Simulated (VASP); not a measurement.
A run of VASP 6.6.1:

The input INCAR:

```
SYSTEM = SnO
  PREC = Accurate
  ENCUT = 1340
  EDIFF = 1E-6
  ISMEAR = 0
  SIGMA = 0.1
  LREAL = .False.
  LASPH = .True.
  NELM = 120
  ALGO = Normal
  ISIF = 2
  LWAVE = .False.
  LCHARG = .True.
  GGA = PE
  LELF = .True.
  LVHAR = .True.
  NBANDS = 28
  GGA_COMPAT = .False.
```

File KPOINTS:

```
Automatic mesh
0
Gamma
  4 4 4
  0 0 0
```

Contents of POSCAR:

```
SnO
1.0
    2.7369522190     -2.7358755322      0.0054964254
    2.7369522190      2.7358755322      0.0054964254
   -0.0104407207      0.0000000000      5.0573721525
Sn O
2 2
Direct
    0.2500067999      0.2500067999      0.2292373233
    0.7499932001      0.7499932001      0.7707626767
    0.7499955046      0.2500044954      0.0000000000
    0.2500044954      0.7499955046      0.0000000000
```

Potentials or basis: VASP PAW PBE potentials, release 64 (Sn_d, O_h).

Command:

```bash
$ cat potpaw_PBE.64/Sn_d/POTCAR potpaw_PBE.64/O_h/POTCAR > POTCAR
$ mpirun -np 1 vasp_std > vasp.out
```

Hardware: 1 thread of Intel(R) Xeon(R) Platinum 8488C (Sapphire Rapids), with other jobs on the host.

Question: Estimate the wall time of this run.

Answer: Run time: 2.1 min on 1 thread of Intel(R) Xeon(R) Platinum 8488C (Sapphire Rapids) (shared host), peak memory 0.46 GiB. Counts: scf iterations 15, k points 24.
